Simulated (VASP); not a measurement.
Set up this calculation in VASP 6.6.1, as the native input.

```
Task                   : single point
Functional             : PBE
Potentials or basis    : VASP PAW PBE potentials, release 64 (Au, Bi_d)
Cutoff                 : 520 eV
k mesh                 : 6 × 6 × 6
Occupations            : gaussian, width 0.05 eV
Spin                   : no spin polarisation
Dipole correction      : no
Further INCAR settings : ALGO = Fast; EDIFF = 1e-06; NBANDS = 20
```

The structure of BiAu lies in POSCAR:

```
BiAu
1.0
    0.0000000000      2.8451029066      2.8451029066
    2.8451029066      0.0000000000      2.8451029066
    2.8451029066      2.8451029066      0.0000000000
Au Bi
1 1
Direct
    0.0000000000      0.0000000000      0.0000000000
    0.2500000000      0.2500000000      0.2500000000
```

The input as run:

INCAR

```
PREC = Accurate
ENCUT = 520
EDIFF = 1E-6
ISMEAR = 0
SIGMA = 0.05
LREAL = False
LASPH = True
NELM = 80
ALGO = Fast
ISIF = 2
LWAVE = False
LCHARG = False
GGA = PE
NBANDS = 20
```

KPOINTS

```
regular mesh
0
Gamma
  6 6 6
```

Potentials or basis: VASP PAW PBE potentials, release 64 (Au, Bi_d).

Launch:

```sh
$ cat potpaw_PBE.64/Au/POTCAR potpaw_PBE.64/Bi_d/POTCAR > POTCAR
$ mpirun -np 1 vasp_std > vasp.out
```

Results of the run:

| Quantity | Value |
| --- | --- |
| Pressure | 48.1 GPa |
| Band gap on the k mesh | zero (bands 13 and 14 overlap by 6.00 eV) |

Caveat: the cell stands under pressure; spin-orbit coupling is left out, which moves the levels of the heavy elements.

It took 9.1 s on 1 thread of AMD EPYC 9R45 96-Core Processor (Zen 5) (shared host), peak memory 0.14 GiB.
